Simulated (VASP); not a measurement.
The system is Ni.

```
CELL_PARAMETERS angstrom
0.00000 1.76715 1.76715
1.76715 0.00000 1.76715
1.76715 1.76715 0.00000
ATOMIC_POSITIONS crystal
Ni 0.00000 0.00000 0.00000
```

Base run:

```yaml
Program: VASP 6.6.1
Functional: r2SCAN
Potentials_or_basis: VASP PAW PBE potentials, release 64 (Ni)
Cutoff: 520 eV
k_mesh: 11 × 11 × 11
Occupations: fermi-dirac, width 0.05 eV
Spin: collinear spin, ferromagnetic start
Starting_moments: "[1.63] μB"
Fixed_moment: 1.63 μB
```

Its results: pressure 6.0 GPa; site moments Ni +1.57 μB.

After a change of settings the same cell gave: pressure -10.8 GPa; site moments Ni +0.28 μB. Which change was it?
A. fixed moment from 1.63 μB to 0.54 μB; moments at the start from [1.63] to [0.54]
B. fixed moment from 1.63 μB to 0.27 μB; moments at the start from [1.63] to [0.27]
C. fixed moment from 1.63 μB to none; moments at the start from [1.63] to [2.0]
D. fixed moment from 1.63 μB to 1.09 μB; moments at the start from [1.63] to [1.09]

B.

Caveats: the PAW data sets were made with another functional, which shifts forces and pressure a little; the total moment is fixed, so each spin has its own Fermi level.
